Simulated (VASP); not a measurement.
# H2C3O in VASP: a series of runs

The runs below take H2C3O through single point, with LDA.

Program: VASP 6.6.1. These are calculated values, not measurements. Logs are shortened: lines on timing, memory, paths and dates and some standing lists are left out, and cuts for length are marked.

## (1) The cell of the first run

The cell holds a disordered packing, 36 atoms: a = 9.158 Å, b = 9.158 Å, c = 9.158 Å, α = 90.00°, β = 90.00°, γ = 90.00°.

## (2) Single point, LDA

Contents of INCAR:

```
PREC = Accurate
ENCUT = 910
EDIFF = 1E-6
ISMEAR = -1
SIGMA = 0.02
LREAL = Auto
LASPH = T
NELM = 120
ALGO = Normal
ISIF = 2
LWAVE = F
LCHARG = F
NBANDS = 84
GGA_COMPAT = F
```

Contents of KPOINTS:

```
Automatic mesh
0
Gamma
  1 1 1
```

Contents of POSCAR:

```
H2C3O
1.0
    9.1577140000      0.0000000000      0.0000000000
    0.0000000000      9.1577140000      0.0000000000
    0.0000000000      0.0000000000      9.1577140000
C H O
18 12 6
Direct
    0.8773368550      0.1869898973      0.1954527080
    0.9477692795      0.1268657222      0.1010623394
    0.6637027538      0.9396668208      0.1807547167
    0.5546799125      0.9936213339      0.2286487654
    0.9005085767      0.9246849159      0.4933436445
    0.8645935001      0.9865453322      0.6043102023
    0.1921003429      0.0473371411      0.7683576928
    0.2852567791      0.0538999143      0.8589589061
    0.9764227186      0.3105250939      0.7039529734
    0.8639055555      0.3687601513      0.6746006700
    1.0175574385      0.5896449703      0.3951859602
    0.9555004666      0.5803522582      0.2767066104
    0.3566392224      0.4115765135      0.7763837132
    0.2858464460      0.2551619323      0.2437944666
    0.7725399592      0.5357559758      0.9489813724
    0.6591928946      0.1772603949      0.9069293931
    0.0122519659      0.7100025181      0.7373565062
    0.5497769421      0.7678663038      0.6393298590
    1.0026519719      0.0803366430      0.0065846127
    0.8136528396      0.2397104780      0.2915574782
    0.4475243494      1.0345267389      0.2656885769
    0.7537579793      0.8807547386      0.1336796497
    0.8364532895      1.0593036646      0.6966476568
    0.9675449572      0.8727614774      0.4146231254
    0.3688802686      0.0543913033      0.9447226677
    0.1067296926      0.0215665176      0.6914935321
    0.7730859470      0.4292883573      0.6319699436
    1.0747441993      0.2695214111      0.7381099694
    0.8875249871      0.5728394663      0.1855921685
    1.0380210607      0.5918289215      0.5111537661
    0.3639008600      0.4874032974      0.8725321625
    0.2265521723      0.3621755386      0.2692484172
    0.6827577275      0.5675979835      0.8722919279
    0.5957600336      0.2270108020      0.9987099401
    0.0643719601      0.7197866192      0.8455166868
    0.4977333863      0.8776316884      0.6182547304
```

Potentials or basis: VASP PAW LDA potentials, release 64 (C_h, H_h, O_h).

Started as:

```sh
$ cat potpaw_LDA.64/C_h/POTCAR potpaw_LDA.64/H_h/POTCAR potpaw_LDA.64/O_h/POTCAR > POTCAR
$ mpirun -np 1 vasp_gam > vasp.out
```

OUTCAR:

```text
PREC = Accurate
   ENCUT = 910
   EDIFF = 1E-6
   ISMEAR = -1
   LREAL = Auto
   LASPH = T
   NELM = 120
   ISIF = 2

 ion  position               nearest neighbor table
   1  0.877  0.187  0.195-  20 1.16   2 1.21
   2  0.948  0.127  0.101-  19 1.09   1 1.21
   3  0.664  0.940  0.181-  22 1.08   4 1.20
   4  0.555  0.994  0.229-  21 1.10   3 1.20
   5  0.901  0.925  0.493-  24 1.06   6 1.21
   6  0.865  0.987  0.604-  23 1.11   5 1.21
   7  0.192  0.047  0.768-  26 1.08   8 1.19
   8  0.285  0.054  0.859-  25 1.10   7 1.19
   9  0.976  0.311  0.704-  28 1.02  10 1.19
  10  0.864  0.369  0.675-  27 1.07   9 1.19
  11  0.018  0.590  0.395-  30 1.08  12 1.23
  12  0.956  0.580  0.277-  29 1.04  11 1.23
  13  0.357  0.412  0.776-  31 1.12
  14  0.286  0.255  0.244-  32 1.14
  15  0.773  0.536  0.949-  33 1.12
  16  0.659  0.177  0.907-  34 1.12
  17  0.012  0.710  0.737-  35 1.10
  18  0.550  0.768  0.639-  36 1.13
[... 16 lines left out ...]
  35  0.064  0.720  0.846-  17 1.10
  36  0.498  0.878  0.618-  18 1.13

  LATTYP: Found a simple cubic cell.
 ALAT       =     9.1577140000

  Lattice vectors:

 A1 = (   9.1577140000,   0.0000000000,   0.0000000000)
 A2 = (   0.0000000000,   9.1577140000,   0.0000000000)
 A3 = (   0.0000000000,   0.0000000000,   9.1577140000)

Analysis of symmetry for initial positions (statically):
=====================================================================
 Subroutine PRICEL returns:
 Original cell was already a primitive cell.

 Routine SETGRP: Setting up the symmetry group for a
 simple cubic supercell.

 Subroutine GETGRP returns: Found  1 space group operations
 (whereof  1 operations were pure point group operations)
 out of a pool of 48 trial point group operations.

The static configuration has the point symmetry C_1 .

Analysis of symmetry for dynamics (positions and initial velocities):
=====================================================================
 Subroutine PRICEL returns:
 Original cell was already a primitive cell.

 Routine SETGRP: Setting up the symmetry group for a
 simple cubic supercell.

 Subroutine GETGRP returns: Found  1 space group operations
 (whereof  1 operations were pure point group operations)
 out of a pool of 48 trial point group operations.

The dynamic configuration has the point symmetry C_1 .

 Subroutine INISYM returns: Found  1 space group operations
 (whereof  1 operations are pure point group operations),
 and found     1 'primitive' translations

----------------------------------------------------------------------------------------

                                     Primitive cell

  volume of cell :     768.0000

  direct lattice vectors                    reciprocal lattice vectors
     9.157714000  0.000000000  0.000000000     0.109197557  0.000000000  0.000000000
     0.000000000  9.157714000  0.000000000     0.000000000  0.109197557  0.000000000
     0.000000000  0.000000000  9.157714000     0.000000000  0.000000000  0.109197557

  length of vectors
     9.157714000  9.157714000  9.157714000     0.109197557  0.109197557  0.109197557

  position of ions in fractional coordinates (direct lattice)
     0.877336855  0.186989897  0.195452708
     0.947769280  0.126865722  0.101062339
     0.663702754  0.939666821  0.180754717
     0.554679912  0.993621334  0.228648765
     0.900508577  0.924684916  0.493343645
     0.864593500  0.986545332  0.604310202
[... 28 lines left out ...]
     0.064371960  0.719786619  0.845516687
     0.497733386  0.877631688  0.618254730

  ion indices of the primitive-cell ions
   primitive index   ion index
                 1           1
                 2           2
                 3           3
                 4           4
                 5           5
                 6           6
[... 28 lines left out ...]
                35          35
                36          36

----------------------------------------------------------------------------------------

 KPOINTS: Automatic mesh

Automatic generation of k-mesh.
 Grid dimensions read from file:
 generate k-points for:    1    1    1

 Generating k-lattice:

  Cartesian coordinates                     Fractional coordinates (reciprocal lattice)
     0.109197557  0.000000000  0.000000000     1.000000000  0.000000000  0.000000000
     0.000000000  0.109197557  0.000000000     0.000000000  1.000000000  0.000000000
     0.000000000  0.000000000  0.109197557     0.000000000  0.000000000  1.000000000

  Length of vectors
     0.109197557  0.109197557  0.109197557

  Shift w.r.t. Gamma in fractional coordinates (k-lattice)
     0.000000000  0.000000000  0.000000000

 Subroutine IBZKPT returns following result:
 ===========================================

 Found      1 irreducible k-points:

 Following reciprocal coordinates:
            Coordinates               Weight
  0.000000  0.000000  0.000000      1.000000
   k-points           NKPTS =      1   k-points in BZ     NKDIM =      1   number of bands    NBANDS=     84
   number of dos      NEDOS =    301   number of ions     NIONS =     36
   total plane-waves  NPLWV = 729000
   dimension x,y,z NGX =    90 NGY =   90 NGZ =   90
   dimension x,y,z NGXF=   180 NGYF=  180 NGZF=  180
   ions per type =              18  12   6
   NGX,Y,Z   is equivalent  to a cutoff of  16.34, 16.34, 16.34 a.u.
   NGXF,Y,Z  is equivalent  to a cutoff of  32.68, 32.68, 32.68 a.u.
 SYSTEM =  unknown system
   PREC   = accura    normal or accurate (medium, high low for compatibility)
   ISTART =      0    job   : 0-new  1-cont  2-samecut
   ICHARG =      2    charge: 1-file 2-atom 10-const
   ISPIN  =      1    spin polarized calculation?
   LNONCOLLINEAR =      F non collinear calculations
   LSORBIT =      F    spin-orbit coupling
   LASPH  =      T    aspherical Exc in radial PAW
   ENCUT  =  910.0 eV  66.88 Ry    8.18 a.u.  22.52 22.52 22.52*2*pi/ulx,y,z
   NELM   =    120;   NELMIN=  2; NELMDL= -5     # of ELM steps
   EDIFF  = 0.1E-05   stopping-criterion for ELM
   LREAL  =      T    real-space projection
   EDIFFG = 0.1E-04   stopping-criterion for IOM
   NSW    =      0    number of steps for IOM
   IBRION =     -1    ionic relax: 0-MD 1-quasi-New 2-CG
   NFREE  =      0    steps in history (QN), initial steepest desc. (CG)
   ISIF   =      2    stress and relaxation
   ISYM   =      2    0-nonsym 1-usesym 2-fastsym
   POTIM  = 0.5000    time-step for ionic-motion
   TEBEG  =    0.0;   TEEND  =   0.0 temperature during run
   PSTRESS=    0.0 pullay stress
   NELECT =     120.0000    total number of electrons
   NUPDOWN=      -1.0000    fix difference up-down
   EMIN   =  10.00;   EMAX   =-10.00  energy-range for DOS
   EFERMI =   0.00;   METHOD = LEGACY
   ISMEAR =    -1;   SIGMA  =   0.02  broadening in eV -4-tet -1-fermi 0-gaus
   EFERMI_NEDOS =   21; number of points for ismear=-14 and -15
   IALGO  =     38    algorithm
   IMIX   =      4    mixing-type and parameters
     AMIX     =   0.40;   BMIX     =  1.00
     AMIX_MAG =   1.60;   BMIX_MAG =  1.00
  volume/ion in A,a.u.               =      21.33       143.96
  Fermi-wavevector in a.u.,A,eV,Ry     =   0.881755  1.666276 10.578431  0.777493
  Thomas-Fermi vector in A             =   2.002295
   LORBIT       =      0    0 simple, 1 ext, 2 COOP (PROOUT), +10 PAW based schemes
   GGA     = CA    functional components
   LHFCALC =     F    Hartree Fock is set to
   AEXX    =    0.0000 exact exchange contribution
   IVDW    =     0    specifies the selected vdW correction
   LEPSILON=     F    determine dielectric tensor
   LRPA    =     F    only Hartree local field effects (RPA)
 non-spin polarized calculation
  energy-cutoff  :      910.00
  volume of cell :      768.00
 maximum number of plane-waves:     23969
 NGX is ok and might be reduce to    90
   NGX = 45   NGY = 45   NGZ = 45

 number of electron     119.9999998 magnetization

 Free energy of the ion-electron system (eV)
  ---------------------------------------------------
  ext. energy  EPLUGINS =         0.00000000
  ---------------------------------------------------
  free energy    TOTEN  =      -239.91353689 eV

  energy without entropy =     -239.91353689  energy(sigma->0) =     -239.91353689

 E-fermi :  -3.3576     XC(G=0):  -5.9698

 val. band max:       -3.8835537563   @ k =   0.0000   0.0000   0.0000
 cond. band min:       0.1911361136   @ k =   0.0000   0.0000   0.0000
 fundamental gap:      4.0746898700
 Fermi energy:        -3.3575961254

 k-point     1 :       0.0000    0.0000    0.0000
  band No.  band energies     occupation
      1     -26.8053      2.00000
      2     -26.7464      2.00000
      3     -26.5499      2.00000
      4     -26.5289      2.00000
      5     -26.1546      2.00000
      6     -26.0177      2.00000
[... 64 lines left out ...]
     71       0.8563      0.00000
     72       0.9595      0.00000
 [bands above 72 left out]

------------------------ aborting loop because EDIFF is reached ----------------------------------------

  FORCE on cell =-STRESS in cart. coord.  units (eV):
  Direction    XX          YY          ZZ          XY          YZ          ZX
  --------------------------------------------------------------------------------------
  -------------------------------------------------------------------------------------
  Total        2.7997521     -2.1857793      0.8134987     -0.1709623     -1.6277632      4.3906016
  in kB        5.8407542     -4.5599036      1.6970952     -0.3566561     -3.3957881      9.1595342
  external PRESSURE =       0.9926486 kB  Pullay stress =       0.0000000 kB

 VOLUME and BASIS-vectors are now :
 -----------------------------------------------------------------------------
  energy-cutoff  :      910.00
  volume of cell :      768.00
      direct lattice vectors                 reciprocal lattice vectors
     9.157714000  0.000000000  0.000000000     0.109197557  0.000000000  0.000000000
     0.000000000  9.157714000  0.000000000     0.000000000  0.109197557  0.000000000
     0.000000000  0.000000000  9.157714000     0.000000000  0.000000000  0.109197557

 POSITION                                       TOTAL-FORCE (eV/Angst)
 -----------------------------------------------------------------------------------
      8.03440      1.71240      1.78990        -0.659385      0.661284      1.523227
      8.67940      1.16180      0.92550        -0.268184      0.395757     -0.000760
      6.07800      8.60520      1.65530         0.305085     -0.599502     -0.248339
      5.07960      9.09930      2.09390        -1.481998      0.250620      0.433847
      8.24660      8.46800      4.51790         0.244765      0.567933      1.079583
      7.91770      9.03450      5.53410        -0.211261      0.743253      0.426542
[... 28 lines left out ...]
      0.58950      6.59160      7.74300         1.391484      0.407380      3.046967
      4.55810      8.03710      5.66180         0.090459     -0.169234      0.035296
 -----------------------------------------------------------------------------------
    total drift:                                0.004890      0.000371      0.006757

  FREE ENERGIE OF THE ION-ELECTRON SYSTEM (eV)
  ---------------------------------------------------
  free  energy   TOTEN  =      -239.9135368945 eV

  energy  without entropy=     -239.9135368944  energy(sigma->0) =     -239.91353689
```

Wall time 2.6 min (1 thread of Intel Xeon 6975P-C (Granite Rapids), shared host); peak memory 0.86 GiB.

What came out:

- Free energy: -239.9135 eV
- Pressure: 0.1 GPa
- Largest force: 3.693 eV/Å
- Band gap on the k mesh: 4.07 eV

Forces on the atoms (eV/Å):
```
C   -0.659  0.661  1.523
C   -0.268  0.396 -0.001
C    0.305 -0.600 -0.248
C   -1.482  0.251  0.434
C    0.245  0.568  1.080
C   -0.211  0.743  0.427
C   -0.872 -0.465 -0.721
C    1.390  0.090  1.518
C   -0.832  0.536 -0.126
C   -0.889  0.697 -0.676
C   -1.610 -0.246 -1.926
C    1.606  0.346  3.307
C   -0.059 -0.310 -0.436
C   -1.072  1.724  0.412
C    0.683 -0.163  0.685
C    0.664 -0.540 -0.870
C   -1.330 -0.579 -2.972
C   -0.074  0.197 -0.099
H    0.032  0.070  0.303
H    1.272 -1.053 -1.878
H    0.874 -0.059 -0.193
H    0.134  0.198  0.124
H   -0.119 -0.619 -0.619
H   -0.030 -0.573 -0.846
H   -0.406  0.115 -0.462
H   -0.145  0.158 -0.286
H   -0.262 -0.034  0.069
H    2.051 -1.021  0.669
H   -0.534 -0.163 -1.479
H    0.420  0.091  0.063
O    0.029  0.317  0.440
O    1.104 -1.814 -0.447
O   -0.748  0.213 -0.551
O   -0.689  0.631  0.701
O    1.391  0.407  3.047
O    0.090 -0.169  0.035
```

Caveat: the k points lie up to 0.69 Å⁻¹ apart; the cutoff is under 1.25 times the usual one of these potentials, so pressure, stress and relaxed cells hold a basis-set (Pulay) error.

## (3) Single point, LDA

Contents of INCAR:

```
PREC = Accurate
ENCUT = 910
EDIFF = 1E-6
ISMEAR = -1
SIGMA = 0.02
LREAL = Auto
LASPH = True
NELM = 120
ALGO = Normal
ISIF = 2
LWAVE = False
LCHARG = False
GGA = CA
NBANDS = 84
GGA_COMPAT = False
```

Contents of KPOINTS:

```
regular mesh
0
Gamma
  1 1 1
```

Contents of POSCAR:

```
H2C3O
1.0
    9.1577140000      0.0000000000      0.0000000000
    0.0000000000      9.1577140000      0.0000000000
    0.0000000000      0.0000000000      9.1577140000
C H O
18 12 6
Direct
    0.9451922172      0.1801104511      0.2111553167
    0.9541791762      0.1396527561      0.0854907677
    0.6739127254      0.9124001907      0.1677820469
    0.5569730612      0.9302867506      0.2286706049
    0.8889117961      0.9518641879      0.4976132690
    0.8466960204      1.0270357864      0.5972669599
    0.2076937541      0.0540746304      0.7510280404
    0.2709737386      0.0498923640      0.8653797225
    0.9872878756      0.3339042910      0.7228332311
    0.8822944241      0.3977521028      0.6796565169
    0.9887729623      0.6218036510      0.4003837639
    0.9766738730      0.5805597336      0.2755163570
    0.3659537741      0.4255210416      0.8023618121
    0.2930534847      0.1905606574      0.2608620448
    0.7687289645      0.5320978576      0.9833458437
    0.6273072079      0.1739626287      0.8833318009
    0.0266878830      0.7070760236      0.7559200910
    0.5561431597      0.7982341445      0.6269140967
    0.9509796877      0.1063475011     -0.0259999384
    0.9274039351      0.2147697559      0.3234104057
    0.4428397742      0.9283757933      0.2706024669
    0.7755319723      0.8832116836      0.1082584584
    0.7990312866      1.0874001962      0.6855531850
    0.9076937760      0.8738971320      0.4077327595
    0.3404561444      0.0547407355      0.9550636764
    0.1486287954      0.0666978680      0.6471811633
    0.8035629853      0.4663500083      0.6301681839
    1.0886013693      0.2728410169      0.7514429911
    0.9371225177      0.5422095514      0.1677602074
    1.0148274995      0.6705712801      0.5061306785
    0.3322663276      0.5110773278      0.8818139549
    0.2824831612      0.3100446247      0.2896902000
    0.6728316696      0.5675433847      0.9130881353
    0.5772728871      0.2238003939      0.9851585232
    0.0510607778      0.7091180179      0.8786472257
    0.4774444801      0.8823927019      0.5823505735
```

Potentials or basis: VASP PAW LDA potentials, release 64 (C_h, H_h, O_h).

Started as:

```sh
$ cat potpaw_LDA.64/C_h/POTCAR potpaw_LDA.64/H_h/POTCAR potpaw_LDA.64/O_h/POTCAR > POTCAR
$ mpirun -np 1 vasp_gam > vasp.out
```

It took 4.9 min on 1 thread of Intel Xeon Platinum 8559C (Emerald Rapids), shared host; peak memory 0.87 GiB.

It converged, with:

```yaml
Free_energy: -240.4104 eV
Pressure: -0.9 GPa
Largest_force: 2.336 eV/Å
Band_gap_on_the_k_mesh: 4.19 eV
```

Forces on the atoms (eV/Å):
```
C   -0.125 -0.152 -0.452
C   -0.240  0.440  1.115
C   -0.356 -0.326  0.007
C   -0.001 -0.541 -0.471
C   -0.205 -0.499 -0.491
C    0.070 -0.321 -0.223
C   -0.738  0.228 -1.226
C   -0.335  0.112 -0.812
C    1.938 -1.183  0.548
C   -0.245  0.471 -0.283
C    0.458  0.337 -0.010
C   -0.806 -0.255 -0.432
C    0.505 -1.291 -1.220
C   -0.037  0.255  0.032
C   -0.735  0.308 -0.566
C   -0.231  0.312  0.744
C    0.464  0.020  1.951
C   -0.220  0.280 -0.140
H    0.230 -0.129 -0.437
H    0.184 -0.119 -0.273
H    1.191  0.317 -0.231
H   -0.841  0.510  0.702
H   -0.001  0.299  0.222
H    0.112  0.568  0.495
H    0.756 -0.108  1.439
H    0.242 -0.344  0.603
H   -0.734  0.327 -0.198
H   -0.961  0.501 -0.008
H    0.505  0.197  0.681
H   -0.168 -0.364 -0.182
O   -0.530  1.309  1.209
O    0.034 -0.272 -0.063
O    0.703 -0.294  0.551
O    0.306 -0.307 -0.755
O   -0.452 -0.003 -1.949
O    0.263 -0.283  0.124
```

Stress tensor (GPa, compression positive):
```
-1.10  0.01  0.34
 0.01 -0.37 -0.09
 0.34 -0.09 -1.24
```

Levels at points of the mesh, in eV from the valence-band top:
| k point | band 56 | band 57 | band 58 | band 59 | band 60 | band 61 | band 62 | band 63 | band 64 | band 65 |
| --- | --- | --- | --- | --- | --- | --- | --- | --- | --- | --- |
| (0.00, 0.00, 0.00) | -0.36 | -0.23 | -0.19 | -0.13 | 0.00 | 4.19 | 4.28 | 4.30 | 4.40 | 4.45 |

Caveat: the k points lie up to 0.69 Å⁻¹ apart; the cutoff is under 1.25 times the usual one of these potentials, so pressure, stress and relaxed cells hold a basis-set (Pulay) error; the atoms stand as in a frame of molecular dynamics.

(Part 1 of 2 ends here.)
